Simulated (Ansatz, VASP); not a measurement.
**SnO in VASP and in Ansatz**

```
CELL_PARAMETERS angstrom
3.35500 0.00000 0.00000
0.00000 5.67410 0.00000
0.00000 0.00000 4.22197
ATOMIC_POSITIONS crystal
Sn 0.00000 0.23191 0.51314
Sn 0.50000 0.76809 0.01314
O 0.00000 0.89125 0.73686
O 0.50000 0.10875 0.23686
```

Alike in both runs: task single point; functional PBEsol; k mesh 6 × 4 × 4; no spin polarisation.

|  | VASP | Ansatz |
| --- | --- | --- |
| version | VASP 6.6.1 | Ansatz 0.2.0 |
| potentials or method | VASP PAW PBE potentials, release 64 (Sn_d, O) | plane waves, PAW |
| plane-wave cutoff (eV) | 520 | 420 |
| occupations | gaussian, width 0.01 eV | fixed |
| valence electrons in the cell | 40 | 40 |

|  | VASP | Ansatz | Ansatz less VASP |
| --- | --- | --- | --- |
| gap on the k mesh at the Fermi level (eV) | 1.58 | 1.59 | +0.009 |
| pressure (GPa) | -2.9 | -3.1 | -0.19 |
| traceless stress, the component that is largest in VASP (GPa) | -0.64 | -0.68 | -0.032 |
| rms of the force components (eV/Å) | 0.157 | 0.188 | +0.0315 |

VASP's potentials were made for PBE, not for PBEsol. Atom by atom the forces differ by 0.033 eV/Å (rms over components).
